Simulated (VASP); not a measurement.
Set up this calculation in VASP 6.6.1, as the native input.

```yaml
Task: electric field gradients
Functional: r2SCAN
Potentials_or_basis: VASP PAW PBE potentials, release 64 (Si, O)
Cutoff: 520 eV
k_mesh: 5 × 5 × 4
Occupations: fermi-dirac, width 0.02 eV
Spin: no spin polarisation
Dipole_correction: no
Further_INCAR_settings: ALGO = Normal; EDIFF = 1e-08; NBANDS = 44
```

Crystal: SiO2 (Cristobalite).

```
Si O
1.0
     4.68200    0.00000    0.00000
     0.00000    4.68200    0.00000
     0.00000    0.00000    6.31100
Si O
4 8
Direct
  0.33362 0.33362 0.00000
  0.16638 0.83362 0.25000
  0.66638 0.66638 0.50000
  0.83362 0.16638 0.75000
  0.22411 0.17113 0.21244
  0.32887 0.72411 0.46244
  0.77589 0.82887 0.71244
  0.67113 0.27589 0.96244
  0.72411 0.32887 0.53756
  0.82887 0.77589 0.28756
  0.27589 0.67113 0.03756
  0.17113 0.22411 0.78756
```

These files were run (other wordings do the same):

POSCAR

```
SiO2
1.0
    4.6820000000      0.0000000000      0.0000000000
    0.0000000000      4.6820000000      0.0000000000
    0.0000000000      0.0000000000      6.3110000000
Si O
4 8
Direct
    0.3336226887      0.3336226887      0.0000000000
    0.1663773113      0.8336226887      0.2500000000
    0.6663773113      0.6663773113      0.5000000000
    0.8336226887      0.1663773113      0.7500000000
    0.2241128127      0.1711270443      0.2124356587
    0.3288729557      0.7241128127      0.4624356587
    0.7758871873      0.8288729557      0.7124356587
    0.6711270443      0.2758871873      0.9624356587
    0.7241128127      0.3288729557      0.5375643413
    0.8288729557      0.7758871873      0.2875643413
    0.2758871873      0.6711270443      0.0375643413
    0.1711270443      0.2241128127      0.7875643413
```

INCAR.step1

```
ALGO     = Normal         # electronic algorithm
EDIFF    = 1E-4           # SCF threshold, eV
ENCUT    = 520            # plane-wave cutoff, eV
GGA      = PE             # functional
ISMEAR   = -1             # smearing method
LASPH    = True           # aspherical terms in the spheres
LCHARG   = False          # write CHGCAR
LREAL    = False          # projectors in reciprocal space
LWAVE    = True           # write WAVECAR
NBANDS   = 44             # bands
NELM     = 80             # most SCF steps
PREC     = Accurate       # precision mode
SIGMA    = 0.02           # smearing width, eV
```

INCAR.step2

```
ALGO     = Normal         # electronic algorithm
EDIFF    = 1E-8           # SCF threshold, eV
ENCUT    = 520            # plane-wave cutoff, eV
ISIF     = 2              # what is computed and relaxed
ISMEAR   = -1             # smearing method
ISTART   = 1            
LASPH    = True           # aspherical terms in the spheres
LCHARG   = False          # write CHGCAR
LEFG     = True         
LMIXTAU  = True         
LREAL    = False          # projectors in reciprocal space
LWAVE    = False          # write WAVECAR
METAGGA  = R2SCAN         # meta-GGA
NBANDS   = 44             # bands
NELM     = 80             # most SCF steps
PREC     = Accurate       # precision mode
SIGMA    = 0.02           # smearing width, eV
```

KPOINTS

```
k-points
0
Gamma
  5 5 4
```

Potentials or basis: VASP PAW PBE potentials, release 64 (Si, O).

The run is started by

```sh
$ cat potpaw_PBE.64/Si/POTCAR potpaw_PBE.64/O/POTCAR > POTCAR
$ cp INCAR.step1 INCAR
$ mpirun -np 1 vasp_std > vasp.out
$ cp INCAR.step2 INCAR
$ mpirun -np 1 vasp_std > vasp.out
```

Results of the run:

```
Pressure               : 2.2 GPa
Largest force          : 0.373 eV/Å
Band gap on the k mesh : 6.61 eV, direct
```

Caveat: without QUAD_EFG the Cq values of the log hold for a quadrupole moment of 1 mb, not for the nuclei; the PAW data sets were made with another functional, which shifts forces and pressure a little.

Run time: 6.7 min on 1 thread of Intel(R) Xeon(R) Platinum 8375C CPU @ 2.90GHz (Ice Lake), with other jobs on the host, peak memory 0.28 GiB.
